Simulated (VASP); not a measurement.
# Si (P6_3/mmc) in VASP: a series of runs

The runs below take Si through single point, with PBEsol.

Program: VASP 6.6.1. These are calculated values, not measurements. Logs are shortened: lines on timing, memory, paths and dates and some standing lists are left out, and cuts for length are marked.

### Step 1. The cell of the first run

It takes space group P6_3/mmc (No. 194, hexagonal). The conventional cell has a = 3.825 Å, b = 3.825 Å, c = 6.325 Å, α = 90.00°, β = 90.00°, γ = 120.00°. Within 3.1 Å of Si (site symmetry 3m) lie 4 Si at 2.35 to 2.37 Å.

### Step 2. Single point, PBEsol

The input, INCAR:

```
SYSTEM = Si
PREC     = Accurate       ! precision mode
ENCUT    = 520            ! plane-wave cutoff, eV
EDIFF    = 1E-7           ! SCF threshold, eV
ISMEAR   = 0              ! smearing method
SIGMA    = 0.01           ! smearing width, eV
LREAL    = .FALSE.        ! projectors in reciprocal space
LASPH    = .TRUE.         ! aspherical terms in the spheres
NELM     = 80             ! most SCF steps
ALGO     = Normal         ! electronic algorithm
ISIF     = 2              ! what is computed and relaxed
LWAVE    = .FALSE.        ! write WAVECAR
LCHARG   = .FALSE.        ! write CHGCAR
GGA      = PS             ! functional
NBANDS   = 16             ! bands
```

The input, KPOINTS:

```
regular mesh
0
G
  9 9 6
  0 0 0
```

The input, POSCAR:

```
Si
1.0
    3.8246867517      0.0000000000      0.0000000000
   -1.9123433759      3.3122758885      0.0000000000
    0.0000000000      0.0000000000      6.3246568461
Si
4
Direct
    0.3333333333      0.6666666667      0.0000084618
    0.6666666667      0.3333333333      0.5000084618
    0.3333333333      0.6666666667      0.3739915382
    0.6666666667      0.3333333333      0.8739915382
```

Potentials or basis: VASP PAW PBE potentials, release 64 (Si).

Started as:

```console
cat potpaw_PBE.64/Si/POTCAR > POTCAR
mpirun -np 1 vasp_std > vasp.out
```

OUTCAR:

```text
SYSTEM = Si
   PREC = Accurate
   ENCUT = 520
   EDIFF = 1E-7
   ISMEAR = 0
   LREAL = .FALSE.
   LASPH = .TRUE.
   NELM = 80
   ISIF = 2
   GGA = PS

 ion  position               nearest neighbor table
   1  0.333  0.667  0.000-   4 2.35   4 2.35   4 2.35   3 2.37
   2  0.667  0.333  0.500-   3 2.35   3 2.35   3 2.35   4 2.37
   3  0.333  0.667  0.374-   2 2.35   2 2.35   2 2.35   1 2.37
   4  0.667  0.333  0.874-   1 2.35   1 2.35   1 2.35   2 2.37

  LATTYP: Found a hexagonal cell.
 ALAT       =     3.8246867517
 C/A-ratio  =     1.6536404827

  Lattice vectors:

 A1 = (   3.8246867517,   0.0000000000,   0.0000000000)
 A2 = (  -1.9123433759,   3.3122758885,   0.0000000000)
 A3 = (   0.0000000000,   0.0000000000,   6.3246568461)

Analysis of symmetry for initial positions (statically):
=====================================================================
 Subroutine PRICEL returns:
 Original cell was already a primitive cell.

 Routine SETGRP: Setting up the symmetry group for a
 hexagonal supercell.

 Subroutine GETGRP returns: Found 24 space group operations
 (whereof  6 operations were pure point group operations)
 out of a pool of 24 trial point group operations.

The static configuration has the point symmetry C_3v.
 The point group associated with its full space group is D_6h.

Analysis of symmetry for dynamics (positions and initial velocities):
=====================================================================
 Subroutine PRICEL returns:
 Original cell was already a primitive cell.

 Routine SETGRP: Setting up the symmetry group for a
 hexagonal supercell.

 Subroutine GETGRP returns: Found 24 space group operations
 (whereof  6 operations were pure point group operations)
 out of a pool of 24 trial point group operations.

The dynamic configuration has the point symmetry C_3v.
 The point group associated with its full space group is D_6h.

 Subroutine INISYM returns: Found 24 space group operations
 (whereof  6 operations are pure point group operations),
 and found     1 'primitive' translations

----------------------------------------------------------------------------------------

                                     Primitive cell

  volume of cell :      80.1234

  direct lattice vectors                    reciprocal lattice vectors
     3.824686752  0.000000000  0.000000000     0.261459321  0.150953609  0.000000000
    -1.912343376  3.312275888  0.000000000     0.000000000  0.301907218  0.000000000
     0.000000000  0.000000000  6.324656846     0.000000000  0.000000000  0.158111345

  length of vectors
     3.824686752  3.824686752  6.324656846     0.301907218  0.301907218  0.158111345

  position of ions in fractional coordinates (direct lattice)
     0.333333333  0.666666667  0.000008462
     0.666666667  0.333333333  0.500008462
     0.333333333  0.666666667  0.373991538
     0.666666667  0.333333333  0.873991538

  ion indices of the primitive-cell ions
   primitive index   ion index
                 1           1
                 2           2
                 3           3
                 4           4

----------------------------------------------------------------------------------------

 KPOINTS: regular mesh

Automatic generation of k-mesh.
 Grid dimensions read from file:
 generate k-points for:    9    9    6

 Generating k-lattice:

  Cartesian coordinates                     Fractional coordinates (reciprocal lattice)
     0.029051036  0.016772623  0.000000000     0.111111111  0.000000000  0.000000000
     0.000000000  0.033545246  0.000000000     0.000000000  0.111111111  0.000000000
     0.000000000  0.000000000  0.026351891     0.000000000  0.000000000  0.166666667

  Length of vectors
     0.033545246  0.033545246  0.026351891

  Shift w.r.t. Gamma in fractional coordinates (k-lattice)
     0.000000000  0.000000000  0.000000000

 Subroutine IBZKPT returns following result:
 ===========================================

 Found     48 irreducible k-points:

 Following reciprocal coordinates:
            Coordinates               Weight
  0.000000  0.000000  0.000000      1.000000
  0.111111  0.000000  0.000000      6.000000
  0.222222  0.000000  0.000000      6.000000
  0.333333  0.000000  0.000000      6.000000
  0.444444  0.000000  0.000000      6.000000
  0.111111  0.111111  0.000000      6.000000
[... 16 lines left out ...]
  0.333333  0.222222  0.166667     24.000000
  0.333333  0.333333  0.166667      4.000000
 [... further k-points ...]
   k-points           NKPTS =     48   k-points in BZ     NKDIM =     48   number of bands    NBANDS=     16
   number of dos      NEDOS =    301   number of ions     NIONS =      4
   total plane-waves  NPLWV =  37632
   dimension x,y,z NGX =    28 NGY =   28 NGZ =   48
   dimension x,y,z NGXF=    56 NGYF=   56 NGZF=   96
   ions per type =               4
   NGX,Y,Z   is equivalent  to a cutoff of  12.17, 12.17, 12.62 a.u.
   NGXF,Y,Z  is equivalent  to a cutoff of  24.34, 24.34, 25.23 a.u.
 SYSTEM =  Si
   PREC   = accura    normal or accurate (medium, high low for compatibility)
   ISTART =      0    job   : 0-new  1-cont  2-samecut
   ICHARG =      2    charge: 1-file 2-atom 10-const
   ISPIN  =      1    spin polarized calculation?
   LNONCOLLINEAR =      F non collinear calculations
   LSORBIT =      F    spin-orbit coupling
   LASPH  =      T    aspherical Exc in radial PAW
   ENCUT  =  520.0 eV  38.22 Ry    6.18 a.u.   7.11  7.11 11.76*2*pi/ulx,y,z
   NELM   =     80;   NELMIN=  2; NELMDL= -5     # of ELM steps
   EDIFF  = 0.1E-06   stopping-criterion for ELM
   LREAL  =      F    real-space projection
   EDIFFG = 0.1E-05   stopping-criterion for IOM
   NSW    =      0    number of steps for IOM
   IBRION =     -1    ionic relax: 0-MD 1-quasi-New 2-CG
   NFREE  =      0    steps in history (QN), initial steepest desc. (CG)
   ISIF   =      2    stress and relaxation
   ISYM   =      2    0-nonsym 1-usesym 2-fastsym
   POTIM  = 0.5000    time-step for ionic-motion
   TEBEG  =    0.0;   TEEND  =   0.0 temperature during run
   PSTRESS=    0.0 pullay stress
   NELECT =      16.0000    total number of electrons
   NUPDOWN=      -1.0000    fix difference up-down
   EMIN   =  10.00;   EMAX   =-10.00  energy-range for DOS
   EFERMI =   0.00;   METHOD = LEGACY
   ISMEAR =     0;   SIGMA  =   0.01  broadening in eV -4-tet -1-fermi 0-gaus
   EFERMI_NEDOS =   21; number of points for ismear=-14 and -15
   IALGO  =     38    algorithm
   IMIX   =      4    mixing-type and parameters
     AMIX     =   0.40;   BMIX     =  1.00
     AMIX_MAG =   1.60;   BMIX_MAG =  1.00
  volume/ion in A,a.u.               =      20.03       135.17
  Fermi-wavevector in a.u.,A,eV,Ry     =   0.956889  1.808259 12.458000  0.915637
  Thomas-Fermi vector in A             =   2.085858
   LORBIT       =      0    0 simple, 1 ext, 2 COOP (PROOUT), +10 PAW based schemes
   GGA     = PS    functional components
   LHFCALC =     F    Hartree Fock is set to
   AEXX    =    0.0000 exact exchange contribution
   IVDW    =     0    specifies the selected vdW correction
   LEPSILON=     F    determine dielectric tensor
   LRPA    =     F    only Hartree local field effects (RPA)
 non-spin polarized calculation
 Gauss-broadening in eV      SIGMA  =   0.01
  energy-cutoff  :      520.00
  volume of cell :       80.12
 maximum number of plane-waves:      2187
   NGX = 15   NGY = 15   NGZ = 23

 number of electron      15.9999999 magnetization

 Free energy of the ion-electron system (eV)
  ---------------------------------------------------
  ext. energy  EPLUGINS =         0.00000000
  ---------------------------------------------------
  free energy    TOTEN  =       -22.94660621 eV

  energy without entropy =      -22.94660621  energy(sigma->0) =      -22.94660621

 E-fermi :   6.1299     XC(G=0):  -9.5464

 val. band max:        6.0460815020   @ k =   0.0000   0.0000   0.0000
 cond. band min:       6.3746809643   @ k =   0.4444   0.0000   0.0000
 fundamental gap:      0.3285994623
 Fermi energy:         6.1298656100

 k-point     1 :       0.0000    0.0000    0.0000
  band No.  band energies     occupation
      1      -6.2164      2.00000
      2      -3.9065      2.00000
      3      -1.2450      2.00000
      4       4.5114      2.00000
      5       4.5114      2.00000
      6       5.6850      2.00000
[... 8 lines left out ...]
     15      10.1741      0.00000
     16      11.9030      0.00000

 k-point     2 :       0.1111    0.0000    0.0000
  band No.  band energies     occupation
      1      -6.0717      2.00000
      2      -3.7590      2.00000
      3      -1.1662      2.00000
      4       3.4149      2.00000
      5       4.2220      2.00000
      6       5.0383      2.00000
[... 8 lines left out ...]
     15      10.8124      0.00000
     16      11.0884      0.00000

 k-point     3 :       0.2222    0.0000    0.0000
  band No.  band energies     occupation
      1      -5.6445      2.00000
      2      -3.3223      2.00000
      3      -1.0309      2.00000
      4       1.8585      2.00000
      5       3.3064      2.00000
      6       3.6808      2.00000
[... 8 lines left out ...]
     15      11.8072      0.00000
     16      12.0583      0.00000

 k-point     4 :       0.3333    0.0000    0.0000
  band No.  band energies     occupation
      1      -4.9665      2.00000
      2      -2.6231      2.00000
      3      -1.3412      2.00000
      4       1.0532      2.00000
      5       1.6288      2.00000
      6       3.2285      2.00000
[... 8 lines left out ...]
     15      12.9429      0.00000
     16      13.0891      0.00000
[... 324 lines left out ...]
 k-point    22 :       0.2222    0.2222    0.1667
  band No.  band energies     occupation
      1      -4.4813      2.00000
      2      -2.6352      2.00000
      3      -1.2248      2.00000
      4       0.9580      2.00000
      5       1.6828      2.00000
      6       1.8230      2.00000
[... 8 lines left out ...]
     15      11.5373      0.00000
     16      12.2527      0.00000

 k-point    23 :       0.3333    0.2222    0.1667
  band No.  band energies     occupation
      1      -3.6993      2.00000
      2      -2.4224      2.00000
      3      -1.4640      2.00000
      4      -0.0819      2.00000
      5       1.2382      2.00000
      6       2.2130      2.00000
[... 8 lines left out ...]
     15      12.5716      0.00000
     16      13.3841      0.00000

 k-point    24 :       0.3333    0.3333    0.1667
  band No.  band energies     occupation
      1      -2.9733      2.00000
      2      -2.9733      2.00000
      3      -0.7881      2.00000
      4      -0.7881      2.00000
      5       0.8486      2.00000
      6       2.4345      2.00000
[... 8 lines left out ...]
     15      13.0318      0.00000
     16      13.2143      0.00000

 [... further k-points ...]
[... 5 lines left out ...]
  --------------------------------------------------------------------------------------
  -------------------------------------------------------------------------------------
  Total        0.0631938      0.0631938      0.0469736     -0.0000000      0.0000000      0.0000000
  in kB        1.2636471      1.2636471      0.9393022     -0.0000000      0.0000000      0.0000000
  external PRESSURE =       1.1555321 kB  Pullay stress =       0.0000000 kB

 VOLUME and BASIS-vectors are now :
 -----------------------------------------------------------------------------
  energy-cutoff  :      520.00
  volume of cell :       80.12
      direct lattice vectors                 reciprocal lattice vectors
     3.824686752  0.000000000  0.000000000     0.261459321  0.150953609  0.000000000
    -1.912343376  3.312275888  0.000000000     0.000000000  0.301907218  0.000000000
     0.000000000  0.000000000  6.324656846     0.000000000  0.000000000  0.158111345

 POSITION                                       TOTAL-FORCE (eV/Angst)
 -----------------------------------------------------------------------------------
     -0.00000      2.20818      0.00005         0.000000     -0.000000      0.000033
      1.91234      1.10409      3.16238        -0.000000      0.000000      0.000033
     -0.00000      2.20818      2.36537         0.000000     -0.000000     -0.000033
      1.91234      1.10409      5.52770        -0.000000      0.000000     -0.000033
 -----------------------------------------------------------------------------------
    total drift:                               -0.000000      0.000000      0.000000

  FREE ENERGIE OF THE ION-ELECTRON SYSTEM (eV)
  ---------------------------------------------------
  free  energy   TOTEN  =       -22.9466062116 eV

  energy  without entropy=      -22.9466062116  energy(sigma->0) =      -22.94660621
```

It took 1.7 min on 1 thread of AMD EPYC 7R13, shared host; peak memory 0.17 GiB.

What came out:

* Free energy: -22.9466 eV
* Pressure: 0.1 GPa
* Band gap on the k mesh: 0.33 eV, indirect (least direct gap 0.97 eV)

Caveat: the PAW data sets were made with another functional, which shifts forces and pressure a little.

### Step 3. Single point, PBEsol

The input, INCAR:

```
PREC = Accurate ; ENCUT = 520
EDIFF = 1E-6 ; ISMEAR = 0
SIGMA = 0.01 ; LREAL = F
LASPH = T ; NELM = 100
ALGO = Normal ; ISIF = 2
LWAVE = F ; LCHARG = F
GGA = PS ; NBANDS = 16
```

The input, KPOINTS:

```
regular mesh
0
Gamma
  9 9 6
```

POSCAR is that of step 2.

Potentials or basis: VASP PAW PBE potentials, release 64 (Si).

Started as:

```console
cat potpaw_PBE.64/Si/POTCAR > POTCAR
mpirun -np 1 vasp_std > vasp.out
```

OUTCAR:

```text
PREC = Accurate
   ENCUT = 520
   EDIFF = 1E-6
   ISMEAR = 0
   LREAL = F
   LASPH = T
   NELM = 100
   ISIF = 2
   GGA = PS

 ion  position               nearest neighbor table
   1  0.333  0.667  0.000-   4 2.35   4 2.35   4 2.35   3 2.37
   2  0.667  0.333  0.500-   3 2.35   3 2.35   3 2.35   4 2.37
   3  0.333  0.667  0.374-   2 2.35   2 2.35   2 2.35   1 2.37
   4  0.667  0.333  0.874-   1 2.35   1 2.35   1 2.35   2 2.37

  LATTYP: Found a hexagonal cell.
 ALAT       =     3.8246867517
 C/A-ratio  =     1.6536404827

  Lattice vectors:

 A1 = (   3.8246867517,   0.0000000000,   0.0000000000)
 A2 = (  -1.9123433759,   3.3122758885,   0.0000000000)
 A3 = (   0.0000000000,   0.0000000000,   6.3246568461)

Analysis of symmetry for initial positions (statically):
=====================================================================
 Subroutine PRICEL returns:
 Original cell was already a primitive cell.

 Routine SETGRP: Setting up the symmetry group for a
 hexagonal supercell.

[... 167 lines left out ...]
  ---------------------------------------------------
  free energy    TOTEN  =       -22.94660557 eV

  energy without entropy =      -22.94660557  energy(sigma->0) =      -22.94660557

 E-fermi :   6.1298     XC(G=0):  -9.5468

 val. band max:        6.0457955391   @ k =   0.0000   0.0000   0.0000
 cond. band min:       6.3743405333   @ k =   0.4444   0.0000   0.0000
 fundamental gap:      0.3285449942
 Fermi energy:         6.1298067874

 k-point     1 :       0.0000    0.0000    0.0000
  band No.  band energies     occupation
      1      -6.2166      2.00000
      2      -3.9067      2.00000
      3      -1.2452      2.00000
      4       4.5112      2.00000
      5       4.5112      2.00000
      6       5.6848      2.00000
[... 433 lines left out ...]
      3      -0.7884      2.00000
      4      -0.7884      2.00000
      5       0.8483      2.00000
      6       2.4343      2.00000
[... 8 lines left out ...]
     15      13.0315      0.00000
     16      13.2141      0.00000

 [... further k-points ...]
[... 5 lines left out ...]
  --------------------------------------------------------------------------------------
  -------------------------------------------------------------------------------------
  Total        0.0661673      0.0661673      0.0497452     -0.0000000     -0.0000000      0.0000000
  in kB        1.3231054      1.3231054      0.9947244     -0.0000000     -0.0000000      0.0000000
  external PRESSURE =       1.2136451 kB  Pullay stress =       0.0000000 kB

 VOLUME and BASIS-vectors are now :
 -----------------------------------------------------------------------------
  energy-cutoff  :      520.00
  volume of cell :       80.12
      direct lattice vectors                 reciprocal lattice vectors
     3.824686752  0.000000000  0.000000000     0.261459321  0.150953609  0.000000000
    -1.912343376  3.312275888  0.000000000     0.000000000  0.301907218  0.000000000
     0.000000000  0.000000000  6.324656846     0.000000000  0.000000000  0.158111345

 POSITION                                       TOTAL-FORCE (eV/Angst)
 -----------------------------------------------------------------------------------
     -0.00000      2.20818      0.00005        -0.000000     -0.000000      0.000054
      1.91234      1.10409      3.16238         0.000000      0.000000      0.000054
     -0.00000      2.20818      2.36537        -0.000000      0.000000     -0.000054
      1.91234      1.10409      5.52770         0.000000      0.000000     -0.000054
 -----------------------------------------------------------------------------------
    total drift:                               -0.000000      0.000000      0.000000

  FREE ENERGIE OF THE ION-ELECTRON SYSTEM (eV)
  ---------------------------------------------------
  free  energy   TOTEN  =       -22.9466055657 eV

  energy  without entropy=      -22.9466055657  energy(sigma->0) =      -22.94660557
```

OSZICAR:

```text
N       E                     dE             d eps       ncg     rms          rms(c)
DAV:   1     0.244281368720E+02    0.24428E+02   -0.59686E+03  1536   0.821E+02
DAV:   2    -0.215586626403E+02   -0.45987E+02   -0.42272E+02  2088   0.121E+02
DAV:   3    -0.233763217163E+02   -0.18177E+01   -0.18061E+01  2088   0.226E+01
DAV:   4    -0.233963861512E+02   -0.20064E-01   -0.20060E-01  1896   0.308E+00
DAV:   5    -0.233967268345E+02   -0.34068E-03   -0.34063E-03  2160   0.377E-01    0.702E+00
DAV:   6    -0.230864637675E+02    0.31026E+00   -0.11428E-01  1784   0.159E+00    0.421E+00
DAV:   7    -0.229452124228E+02    0.14125E+00   -0.22349E-01  1864   0.229E+00    0.245E-01
DAV:   8    -0.229463887030E+02   -0.11763E-02   -0.16938E-02  1824   0.667E-01    0.106E-01
DAV:   9    -0.229465391929E+02   -0.15049E-03   -0.45613E-04  2104   0.122E-01    0.796E-02
DAV:  10    -0.229466065455E+02   -0.67353E-04   -0.99848E-05  1840   0.493E-02    0.223E-02
DAV:  11    -0.229466055657E+02    0.97986E-06   -0.23171E-06  2064   0.853E-03
   1 F= -.22946606E+02 E0= -.22946606E+02  d E =-.517351E-35
```

Run time: 85 s. Hardware: 1 thread of AMD EPYC 7R13, shared host; peak memory 0.17 GiB.

Results:

```
Free energy            : -22.9466 eV
Pressure               : 0.1 GPa
Band gap on the k mesh : 0.33 eV, indirect (least direct gap 0.97 eV)
```

Levels at points of the mesh, in eV from the valence-band top:
```tsv
k point	band 4	band 5	band 6	band 7	band 8	band 9	band 10	band 11	band 12	band 13
(0.00, 0.00, 0.00)	-1.53	-1.53	-0.36	0.00	0.00	0.97	1.94	1.94	2.29	3.52
(0.00, 0.00, 0.50)	-4.28	-0.94	-0.94	-0.94	-0.94	1.75	1.75	2.92	2.92	2.92
```

Caveat: the PAW data sets were made with another functional, which shifts forces and pressure a little. A k mesh can miss the band edges.
